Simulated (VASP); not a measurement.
Wanted: the native input for a VASP 6.6.1 run.

```yaml
Task: single point
Functional: PBE
Potentials_or_basis: VASP PAW PBE potentials, release 64 (Sc_sv, S)
Cutoff: 520 eV
k_mesh: 6 × 6 × 6
Occupations: gaussian, width 0.1 eV
Spin: no spin polarisation
Dipole_correction: no
Further_INCAR_settings: ALGO = Normal; EDIFF = 1e-06; NBANDS = 46
```

The structure of ScS4 lies in POSCAR:

```
ScS4
1.0
    5.5680869082      0.0000000000      0.0000000000
    0.0000000000      5.5680869082      0.0000000000
    0.0000000000      0.0000000000      7.1749089772
Sc S
2 8
Direct
    0.5000000000      0.5000000000      0.0000000000
    0.0000000000      0.0000000000      0.0000000000
    0.8690404365      0.3690404365      0.2209095162
    0.1309595635      0.6309595635      0.2209095162
    0.8690404365      0.6309595635      0.7790904838
    0.1309595635      0.3690404365      0.7790904838
    0.6309595635      0.1309595635      0.7790904838
    0.3690404365      0.8690404365      0.7790904838
    0.3690404365      0.1309595635      0.2209095162
    0.6309595635      0.8690404365      0.2209095162
```

One way to write it, as run:

INCAR

```
ALGO = Normal ; EDIFF = 1E-6
ENCUT = 520 ; GGA = PE
ISIF = 2 ; ISMEAR = 0
LASPH = True ; LCHARG = False
LREAL = False ; LWAVE = False
NBANDS = 46 ; NELM = 60
PREC = Accurate ; SIGMA = 0.1
```

KPOINTS

```
k-points
0
Gamma
  6 6 6
```

Potentials or basis: VASP PAW PBE potentials, release 64 (Sc_sv, S).

The run is started by

```bash
$ cat potpaw_PBE.64/Sc_sv/POTCAR potpaw_PBE.64/S/POTCAR > POTCAR
$ mpirun -np 1 vasp_std > vasp.out
```

It gave:

```yaml
Pressure: -0.2 GPa
Largest_force: 0.125 eV/Å
Band_gap_on_the_k_mesh: zero (bands 35 and 36 overlap by 0.79 eV)
```

Caveat: this functional lacks dispersion, which binds layers or chains, so the pressure and a relaxed spacing across them are unreliable.

Run time: 8.3 min on 1 thread of AMD EPYC 7R13 Processor (Zen 3), with other jobs on the host, peak memory 0.44 GiB.
